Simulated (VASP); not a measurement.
# Ti in VASP: notebook

Aim: see how the results for Ti move with the level of theory and the settings. Levels: LDA, PBEsol. Tasks: single point, relaxation of the atoms.

Program: VASP 6.6.1. These are calculated values, not measurements. Logs are shortened: lines on timing, memory, paths and dates and some standing lists are left out, and cuts for length are marked.

**1. The cell of the first run**

The structure is hexagonal, space group P6/mmm (No. 191). Conventional cell: a = 4.567 Å, b = 4.567 Å, c = 2.826 Å, α = 90.00°, β = 90.00°, γ = 120.00°. Within 3.5 Å of Ti (site symmetry -6m2) lie 11 Ti at 2.64 to 2.99 Å. Within 3.7 Å of Ti (site symmetry 6/mmm) lie 14 Ti at 2.83 to 2.99 Å.

This isn't the form of Ti at room conditions, which is hcp.

**2. Single point, LDA**

Contents of INCAR:

```
ALGO = All ; EDIFF = 1E-6
ENCUT = 550 ; GGA_COMPAT = F
ISEARCH = 1 ; ISIF = 2
ISMEAR = -1 ; KPAR = 4
LASPH = T ; LCHARG = F
LREAL = F ; LWAVE = F
NBANDS = 25 ; NELM = 300
PREC = Accurate ; SIGMA = 0.05
```

Contents of KPOINTS:

```
k-points
0
Gamma
  7 7 9
```

Contents of POSCAR:

```
Ti
1.0
    4.5673748306      0.0000000000      0.0000000000
   -2.2836874153      3.9554626319      0.0000000000
    0.0000000000      0.0000000000      2.8262442700
Ti
3
Direct
    0.6666666667      0.3333333333      0.5000000000
    0.3333333333      0.6666666667      0.5000000000
    0.0000000000      0.0000000000      0.0000000000
```

Potentials or basis: VASP PAW LDA potentials, release 64 (Ti_sv).

The run is started by

```sh
$ cat potpaw_LDA.64/Ti_sv/POTCAR > POTCAR
$ mpirun -np 4 vasp_std > vasp.out
```

OUTCAR:

```text
EDIFF = 1E-6
   ENCUT = 550
   ISIF = 2
   ISMEAR = -1
   LASPH = T
   LREAL = F
   NELM = 300
   PREC = Accurate

 ion  position               nearest neighbor table
   1  0.667  0.333  0.500-   2 2.64   2 2.64   2 2.64
   2  0.333  0.667  0.500-   1 2.64   1 2.64   1 2.64
   3  0.000  0.000  0.000-

  LATTYP: Found a hexagonal cell.
 ALAT       =     4.5673748306
 C/A-ratio  =     0.6187896494

  Lattice vectors:

 A1 = (   4.5673748306,   0.0000000000,   0.0000000000)
 A2 = (  -2.2836874153,   3.9554626319,   0.0000000000)
 A3 = (   0.0000000000,   0.0000000000,   2.8262442700)

Analysis of symmetry for initial positions (statically):
=====================================================================
 Subroutine PRICEL returns:
 Original cell was already a primitive cell.

 Routine SETGRP: Setting up the symmetry group for a
 hexagonal supercell.

 Subroutine GETGRP returns: Found 24 space group operations
 (whereof 24 operations were pure point group operations)
 out of a pool of 24 trial point group operations.

The static configuration has the point symmetry D_6h.

Analysis of symmetry for dynamics (positions and initial velocities):
=====================================================================
 Subroutine PRICEL returns:
 Original cell was already a primitive cell.

 Routine SETGRP: Setting up the symmetry group for a
 hexagonal supercell.

 Subroutine GETGRP returns: Found 24 space group operations
 (whereof 24 operations were pure point group operations)
 out of a pool of 24 trial point group operations.

The dynamic configuration has the point symmetry D_6h.

 Subroutine INISYM returns: Found 24 space group operations
 (whereof 24 operations are pure point group operations),
 and found     1 'primitive' translations

----------------------------------------------------------------------------------------

                                     Primitive cell

  volume of cell :      51.0592

  direct lattice vectors                    reciprocal lattice vectors
     4.567374831  0.000000000  0.000000000     0.218944150  0.126407464  0.000000000
    -2.283687415  3.955462632  0.000000000     0.000000000  0.252814928  0.000000000
     0.000000000  0.000000000  2.826244270     0.000000000  0.000000000  0.353826458

  length of vectors
     4.567374831  4.567374831  2.826244270     0.252814928  0.252814928  0.353826458

  position of ions in fractional coordinates (direct lattice)
     0.666666667  0.333333333  0.500000000
     0.333333333  0.666666667  0.500000000
     0.000000000  0.000000000  0.000000000

  ion indices of the primitive-cell ions
   primitive index   ion index
                 1           1
                 2           2
                 3           3

----------------------------------------------------------------------------------------

 KPOINTS: k-points

Automatic generation of k-mesh.
 Grid dimensions read from file:
 generate k-points for:    7    7    9

 Generating k-lattice:

  Cartesian coordinates                     Fractional coordinates (reciprocal lattice)
     0.031277736  0.018058209  0.000000000     0.142857143 -0.000000000  0.000000000
     0.000000000  0.036116418  0.000000000     0.000000000  0.142857143  0.000000000
     0.000000000  0.000000000  0.039314051     0.000000000  0.000000000  0.111111111

  Length of vectors
     0.036116418  0.036116418  0.039314051

  Shift w.r.t. Gamma in fractional coordinates (k-lattice)
     0.000000000  0.000000000  0.000000000

 Subroutine IBZKPT returns following result:
 ===========================================

 Found     40 irreducible k-points:

 Following reciprocal coordinates:
            Coordinates               Weight
  0.000000  0.000000  0.000000      1.000000
  0.142857  0.000000  0.000000      6.000000
  0.285714  0.000000  0.000000      6.000000
  0.428571  0.000000  0.000000      6.000000
  0.142857  0.142857  0.000000      6.000000
  0.285714  0.142857  0.000000     12.000000
[... 16 lines left out ...]
  0.428571  0.142857  0.222222     12.000000
  0.285714  0.285714  0.222222     12.000000
 [... further k-points ...]
   k-points           NKPTS =     40   k-points in BZ     NKDIM =     40   number of bands    NBANDS=     25
   number of dos      NEDOS =    301   number of ions     NIONS =      3
   total plane-waves  NPLWV =  31104
   dimension x,y,z NGX =    36 NGY =   36 NGZ =   24
   dimension x,y,z NGXF=    72 NGYF=   72 NGZF=   48
   ions per type =               3
   NGX,Y,Z   is equivalent  to a cutoff of  13.10, 13.10, 14.12 a.u.
   NGXF,Y,Z  is equivalent  to a cutoff of  26.21, 26.21, 28.23 a.u.
 SYSTEM =  unknown system
   PREC   = accura    normal or accurate (medium, high low for compatibility)
   ISTART =      0    job   : 0-new  1-cont  2-samecut
   ICHARG =      2    charge: 1-file 2-atom 10-const
   ISPIN  =      1    spin polarized calculation?
   LNONCOLLINEAR =      F non collinear calculations
   LSORBIT =      F    spin-orbit coupling
   LASPH  =      T    aspherical Exc in radial PAW
   ENCUT  =  550.0 eV  40.42 Ry    6.36 a.u.   8.73  8.73  5.40*2*pi/ulx,y,z
   NELM   =    300;   NELMIN=  2; NELMDL= -5     # of ELM steps
   EDIFF  = 0.1E-05   stopping-criterion for ELM
   LREAL  =      F    real-space projection
[... 7 lines left out ...]
   TEBEG  =    0.0;   TEEND  =   0.0 temperature during run
   PSTRESS=    0.0 pullay stress
   NELECT =      36.0000    total number of electrons
   NUPDOWN=      -1.0000    fix difference up-down
   EMIN   =  10.00;   EMAX   =-10.00  energy-range for DOS
   EFERMI =   0.00;   METHOD = LEGACY
   ISMEAR =    -1;   SIGMA  =   0.05  broadening in eV -4-tet -1-fermi 0-gaus
   EFERMI_NEDOS =   21; number of points for ismear=-14 and -15
   IALGO  =     58    algorithm
   IMIX   =      4    mixing-type and parameters
     AMIX     =   0.40;   BMIX     =  1.00
     AMIX_MAG =   1.60;   BMIX_MAG =  1.00
  volume/ion in A,a.u.               =      17.02       114.85
  Fermi-wavevector in a.u.,A,eV,Ry     =   1.457084  2.753489 28.886426  2.123092
  Thomas-Fermi vector in A             =   2.573926
   LORBIT       =      0    0 simple, 1 ext, 2 COOP (PROOUT), +10 PAW based schemes
   GGA     = CA    functional components
   LHFCALC =     F    Hartree Fock is set to
   AEXX    =    0.0000 exact exchange contribution
   IVDW    =     0    specifies the selected vdW correction
   LEPSILON=     F    determine dielectric tensor
   LRPA    =     F    only Hartree local field effects (RPA)
 non-spin polarized calculation
  energy-cutoff  :      550.00
  volume of cell :       51.06
 maximum number of plane-waves:      1529
 NGX is ok and might be reduce to    36
   NGX = 17   NGY = 17   NGZ = 11

 number of electron      35.9999989 magnetization

 Free energy of the ion-electron system (eV)
  ---------------------------------------------------
  ext. energy  EPLUGINS =         0.00000000
  ---------------------------------------------------
  free energy    TOTEN  =       -25.63806086 eV

  energy without entropy =      -25.61433802  energy(sigma->0) =      -25.62619944

 E-fermi :   8.1871     XC(G=0): -11.8810

 val. band max:        8.1753016737   @ k =   0.2857   0.0000   0.1111
 cond. band min:       8.2194892140   @ k =   0.4286   0.1429   0.2222
 fundamental gap:      0.0441875403
 Fermi energy:         8.1871199939

 k-point     1 :       0.0000    0.0000    0.0000
  band No.  band energies     occupation
      1     -47.9797      2.00000
      2     -47.7207      2.00000
      3     -47.5462      2.00000
      4     -24.6861      2.00000
      5     -24.6861      2.00000
      6     -24.5822      2.00000
[... 17 lines left out ...]
     24      10.0584      0.00000
     25      10.0769      0.00000

 k-point     2 :       0.1429    0.0000    0.0000
  band No.  band energies     occupation
      1     -47.9766      2.00000
      2     -47.7156      2.00000
      3     -47.5547      2.00000
      4     -24.7434      2.00000
      5     -24.7247      2.00000
      6     -24.5236      2.00000
[... 17 lines left out ...]
     24       9.7230      0.00000
     25      10.5049      0.00000

 k-point     3 :       0.2857    0.0000    0.0000
  band No.  band energies     occupation
      1     -47.9698      2.00000
      2     -47.7003      2.00000
      3     -47.5776      2.00000
      4     -24.8143      2.00000
      5     -24.7254      2.00000
      6     -24.4498      2.00000
[... 17 lines left out ...]
     24      10.0788      0.00000
     25      10.9966      0.00000

 k-point     4 :       0.4286    0.0000    0.0000
  band No.  band energies     occupation
      1     -47.9647      2.00000
      2     -47.6796      2.00000
      3     -47.6040      2.00000
      4     -24.8550      2.00000
      5     -24.6721      2.00000
      6     -24.4355      2.00000
[... 17 lines left out ...]
     24      10.4294      0.00000
     25      11.0007      0.00000

 k-point     5 :       0.1429    0.1429    0.0000
  band No.  band energies     occupation
      1     -47.9717      2.00000
      2     -47.7052      2.00000
      3     -47.5706      2.00000
      4     -24.7680      2.00000
      5     -24.7627      2.00000
      6     -24.4838      2.00000
[... 17 lines left out ...]
     24       9.9347      0.00000
     25      10.8942      0.00000

 k-point     6 :       0.2857    0.1429    0.0000
  band No.  band energies     occupation
      1     -47.9659      2.00000
      2     -47.6849      2.00000
      3     -47.5973      2.00000
      4     -24.8098      2.00000
      5     -24.7258      2.00000
      6     -24.4923      2.00000
[... 17 lines left out ...]
     24      10.4080      0.00000
     25      10.6485      0.00000
[... 393 lines left out ...]
 k-point    21 :       0.1429    0.1429    0.2222
  band No.  band energies     occupation
      1     -47.9442      2.00000
      2     -47.6838      2.00000
      3     -47.5470      2.00000
      4     -24.7238      2.00000
      5     -24.7010      2.00000
      6     -24.5086      2.00000
[... 17 lines left out ...]
     24       9.9674      0.00000
     25      10.9773      0.00000

 k-point    22 :       0.2857    0.1429    0.2222
  band No.  band energies     occupation
      1     -47.9407      2.00000
      2     -47.6613      2.00000
      3     -47.5736      2.00000
      4     -24.7518      2.00000
      5     -24.6932      2.00000
      6     -24.5481      2.00000
[... 17 lines left out ...]
     24      10.3579      0.00000
     25      10.6821      0.00000

 k-point    23 :       0.4286    0.1429    0.2222
  band No.  band energies     occupation
      1     -47.9393      2.00000
      2     -47.6439      2.00000
      3     -47.5926      2.00000
      4     -24.7634      2.00000
      5     -24.6633      2.00000
      6     -24.5913      2.00000
[... 17 lines left out ...]
     24      10.5809      0.00000
     25      10.7957      0.00000

 k-point    24 :       0.2857    0.2857    0.2222
  band No.  band energies     occupation
      1     -47.9390      2.00000
      2     -47.6359      2.00000
      3     -47.6010      2.00000
      4     -24.7186      2.00000
      5     -24.6893      2.00000
      6     -24.6306      2.00000
[... 17 lines left out ...]
     24      10.7759      0.00000
     25      11.1177      0.00000

 [... further k-points ...]

------------------------ aborting loop because EDIFF is reached ----------------------------------------

  FORCE on cell =-STRESS in cart. coord.  units (eV):
  Direction    XX          YY          ZZ          XY          YZ          ZX
  --------------------------------------------------------------------------------------
  -------------------------------------------------------------------------------------
  Total       -2.6289276     -2.6289276     -2.4825245      0.0000000      0.0000000      0.0000000
  in kB      -82.4927094    -82.4927094    -77.8987495      0.0000000      0.0000000      0.0000000
  external PRESSURE =     -80.9613895 kB  Pullay stress =       0.0000000 kB

 VOLUME and BASIS-vectors are now :
 -----------------------------------------------------------------------------
  energy-cutoff  :      550.00
  volume of cell :       51.06
      direct lattice vectors                 reciprocal lattice vectors
     4.567374831  0.000000000  0.000000000     0.218944150  0.126407464  0.000000000
    -2.283687415  3.955462632  0.000000000     0.000000000  0.252814928  0.000000000
     0.000000000  0.000000000  2.826244270     0.000000000  0.000000000  0.353826458

 POSITION                                       TOTAL-FORCE (eV/Angst)
 -----------------------------------------------------------------------------------
      2.28369      1.31849      1.41312        -0.000000      0.000000      0.000000
     -0.00000      2.63698      1.41312         0.000000      0.000000     -0.000000
      0.00000      0.00000      0.00000         0.000000      0.000000      0.000000
 -----------------------------------------------------------------------------------
    total drift:                                0.000000      0.000000     -0.000000

  FREE ENERGIE OF THE ION-ELECTRON SYSTEM (eV)
  ---------------------------------------------------
  free  energy   TOTEN  =       -25.6380608580 eV

  energy  without entropy=      -25.6143371341  energy(sigma->0) =      -25.62619900
```

Run time: 68 s. Hardware: 4 MPI ranks of AMD EPYC, shared host; peak memory 0.18 GiB.

What came out:

| Item | Value |
| --- | --- |
| Free energy | -25.6381 eV |
| Pressure | -8.1 GPa |
| Band gap on the k mesh | zero (bands 18 and 19 overlap by 0.27 eV) |

Levels at points of the mesh, in eV from the Fermi level:
| k point | band 16 | band 17 | band 18 | band 19 | band 20 | band 21 |
| --- | --- | --- | --- | --- | --- | --- |
| (0.00, 0.00, 0.00) | -0.69 | -0.57 | -0.57 | -0.04 | 0.65 | 1.27 |

Caveat: the cell stands under tension.

[end of part 1 of 3]

The gap in the log of VASP goes by the Fermi energy; the results here count the filled bands.